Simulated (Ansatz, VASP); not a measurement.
## Te2Mo: VASP and Ansatz over several settings

```
Te Mo
1.0
     3.56023    0.00000    0.00000
    -1.78012    3.08325    0.00000
     0.00000    0.00000   17.52406
Te Mo
2 1
Direct
  0.33333 0.66667 0.10214
  0.33333 0.66667 0.89786
  0.00000 0.00000 0.00000
```

Single points on this cell with VASP 6.6.1 and Ansatz 0.2.0. Each row is one pair of runs. Alike in all rows: spin: off; k mesh: 9 × 9 × 2; smearing: fermi-dirac, width 0.05 eV.

```tsv
level	VASP's potentials, cutoff	Ansatz's potentials, cutoff	gap on the k mesh at the Fermi level (eV), VASP	gap on the k mesh at the Fermi level (eV), Ansatz	least direct gap on the mesh (eV), VASP	least direct gap on the mesh (eV), Ansatz	rms of the force components (eV/Å), VASP	rms of the force components (eV/Å), Ansatz
LDA	VASP PAW LDA potentials, release 64 (Te, Mo_sv), 520 eV	Ansatz PAW, 420 eV	1.04	1.04	1.04	1.04	0.174	0.199
r2SCAN	VASP PAW PBE potentials, release 64 (Te, Mo_sv), 520 eV	Ansatz PAW, 500 eV	1.13	1.12	1.13	1.12	0.009	0.003
PBE	VASP PAW PBE potentials, release 64 (Te, Mo_sv), 520 eV	Ansatz PAW, 420 eV	1.05	1.05	1.05	1.05	0.109	0.102
```

Gap on the k mesh at the fermi level (eV): the two programs differ by at most 0.001; least direct gap on the mesh (eV): the two programs differ by at most 0.001; rms of the force components (eV/Å): the two programs differ by at most 0.0246.

VASP's potentials hold 26 valence electrons a cell and Ansatz's 46, so a difference there can come from the potentials and not from the codes.

Neither program's run includes spin-orbit coupling. Noted on Ansatz's runs: odd divisions of the mesh miss points on the zone boundary, where band edges often lie, so the gap on the mesh can be too wide.
